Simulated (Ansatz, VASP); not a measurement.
Two plane-wave programs on CuI

Contents of INCAR:

```
SYSTEM = CuI
AGGAC = 1.0
AGGAX = 1.0
ALDAC = 0.0
ALDAX = 1.0
ALGO = Normal
EDIFF = 1E-6
ENCUT = 600
GGA = B5
GGA_COMPAT = .False.
ISIF = 2
ISMEAR = 0
LASPH = .True.
LCHARG = .False.
LREAL = .False.
LWAVE = .False.
NBANDS = 26
NELM = 120
PREC = Accurate
SIGMA = 0.01
```

KPOINTS

```
k-points
0
Gamma
  4 4 6
  0 0 0
```

File POSCAR:

```
CuI
1.0
    5.2639060000      0.0000000000      0.0000000000
    0.0312272766      5.2638133738      0.0000000000
    0.0000000000      0.0000000000      4.3069980000
Cu I
2 2
Direct
    0.4204390000      0.5795610000      0.7500000000
    0.5795610000      0.4204390000      0.2500000000
    0.7700430000      0.2299570000      0.7500000000
    0.2299570000      0.7700430000      0.2500000000
```

Input for Ansatz:

```yaml
crystal:
  lattice:
    - [5.263906, 0.0, 0.0]
    - [0.03122727659947412, 5.263813373784464, 0.0]
    - [0.0, 0.0, 4.306998]
  atoms:
    - { symbol: Cu, position: [0.42043899999999995, 0.579561, 0.75] }
    - { symbol: Cu, position: [0.579561, 0.420439, 0.25] }
    - { symbol: I, position: [0.770043, 0.22995700000000005, 0.75] }
    - { symbol: I, position: [0.229957, 0.770043, 0.25] }
kpoints:
  mp_grid:
    grid: [4, 4, 6]
    shift: [0.0, 0.0, 0.0]
hamiltonian:
  xc: blyp
scf:
  occupations:
    method: fixed
output:
  eigenvalues: true
```

Alike in both runs: task single point; functional BLYP; k mesh 4 × 4 × 6; no spin polarisation.

|  | VASP | Ansatz |
| --- | --- | --- |
| version | VASP 6.6.1 | Ansatz 0.2.0 |
| potentials or method | VASP PAW PBE potentials, release 64 (Cu, I) | plane waves, PAW |
| plane-wave cutoff (eV) | 600 | 420 |
| occupations | gaussian, width 0.01 eV | fixed |
| valence electrons in the cell | 36 | 72 |

Ansatz gave:

```
gap on the k mesh at the Fermi level (eV) : 1.05
```

Task: Which values does VASP return?

Result: gap on the k mesh at the Fermi level (eV): 1.08.

VASP's potentials were made for PBE, not for BLYP. VASP's potentials hold 36 valence electrons a cell and Ansatz's 72, so a difference there can come from the potentials and not from the codes.

Spin-orbit coupling is off throughout.
